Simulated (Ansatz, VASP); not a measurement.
**LiF: VASP beside Ansatz**

The input POSCAR:

```
LiF
1.0
    2.4571516800      0.0000000000      0.0000000000
    0.0000000000      2.4571516800      0.0000000000
    0.0000000000      0.0000000000      2.3547703600
Li F
1 1
Direct
    0.0000000000      0.0000000000      0.0000000000
    0.5000000000      0.5000000000      0.5000000000
```

File INCAR.step1:

```
SYSTEM = LiF
  PREC = Accurate
  ENCUT = 520
  ISMEAR = 0
  SIGMA = 0.05
  LREAL = .FALSE.
  LASPH = .TRUE.
  NELM = 60
  NBANDS = 12
  GGA = PE
  ALGO = Normal
  EDIFF = 1E-4
  LWAVE = .TRUE.
  LCHARG = .FALSE.
```

Contents of INCAR.step2:

```
SYSTEM = LiF
  PREC = Accurate
  ENCUT = 520
  EDIFF = 1E-6
  ISMEAR = 0
  SIGMA = 0.05
  LREAL = .FALSE.
  LASPH = .TRUE.
  NELM = 60
  ALGO = Normal
  ISIF = 2
  LWAVE = .FALSE.
  LCHARG = .FALSE.
  METAGGA = R2SCAN
  LMIXTAU = .TRUE.
  NBANDS = 12
  ISTART = 1
```

Contents of KPOINTS:

```
regular mesh
0
G
  10 10 10
  0 0 0
```

Input for Ansatz:

```yaml
crystal:
  lattice:
    - [2.45715168, 0.0, 0.0]
    - [0.0, 2.45715168, 0.0]
    - [0.0, 0.0, 2.35477036]
  atoms:
    - { symbol: Li, position: [0.0, 0.0, 0.0] }
    - { symbol: F, position: [0.5, 0.5, 0.5] }
basis:
  ecutwfc: 500
kpoints:
  mp_grid: { grid: [10, 10, 10] }
hamiltonian:
  xc: r2scan
scf:
  occupations: { method: gaussian, width: 0.05 }
output:
  forces: true
  stress: true
  eigenvalues: true
```

Change from the starting cell: strain -0.040 along x and y, -0.080 along z, atoms carried along.

Alike in both runs: task single point; functional r2SCAN; k mesh 10 × 10 × 10; occupations gaussian, width 0.05 eV; no spin polarisation.

|  | VASP | Ansatz |
| --- | --- | --- |
| version | VASP 6.6.1 | Ansatz 0.2.0 |
| potentials or method | VASP PAW PBE potentials, release 64 (Li_sv, F), cutoff 520 eV | scalar-relativistic, plane waves, PAW |
| valence electrons in the cell | 10 | 10 |

VASP gave:

* gap on the k mesh at the Fermi level (eV): 10.05
* least direct gap on the mesh (eV): 10.79

Q: Which values does Ansatz return?

A: gap on the k mesh at the Fermi level (eV): 9.75; least direct gap on the mesh (eV): 10.48.

VASP's potentials were made for PBE, not for r2SCAN. The functional is the same, so the differences come from potentials, cutoffs and numerics.

Noted on VASP's run: the cutoff is short for stress, so the pressure is rough.
